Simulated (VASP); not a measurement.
A run of VASP 6.6.1 is set up as follows.

INCAR

```
PREC     = Accurate       # precision mode
ENCUT    = 520            # plane-wave cutoff, eV
EDIFF    = 1E-7           # SCF threshold, eV
ISMEAR   = 0              # smearing method
SIGMA    = 0.15           # smearing width, eV
LREAL    = False          # projectors in reciprocal space
LASPH    = True           # aspherical terms in the spheres
NELM     = 80             # most SCF steps
ALGO     = Fast           # electronic algorithm
ISIF     = 2              # what is computed and relaxed
LWAVE    = False          # write WAVECAR
LCHARG   = False          # write CHGCAR
GGA      = PS             # functional
NBANDS   = 11             # bands
```

The input KPOINTS:

```
regular mesh
0
Gamma
  12 12 14
```

The input POSCAR:

```
Ba
1.0
    3.8796605000      0.0000000000      0.0000000000
    0.0000000000      3.8796605000      0.0000000000
    0.0000000000      0.0000000000      3.5514559150
Ba
1
Direct
    0.5000000000      0.5000000000      0.5000000000
```

Potentials or basis: VASP PAW PBE potentials, release 64 (Ba_sv).

Command:

```bash
$ cat potpaw_PBE.64/Ba_sv/POTCAR > POTCAR
$ mpirun -np 1 vasp_std > vasp.out
```

Q: Predict the pressure.

A: 0.6 GPa.

Q: What does it give for the band gap on the k mesh?

A: Zero (band 5 reaches 2.28 eV, above the bottom of band 6 at 1.61 eV).

Stress tensor (GPa, compression positive):
```
-0.60  0.00  0.00
 0.00 -0.60  0.00
 0.00  0.00  3.08
```

Caveat: the cell differs from its parent crystal (strain -0.030 along x and y, -0.015 along z); the PAW data sets were made with another functional, which shifts forces and pressure a little; spin-orbit coupling is left out, which moves the levels of the heavy elements.
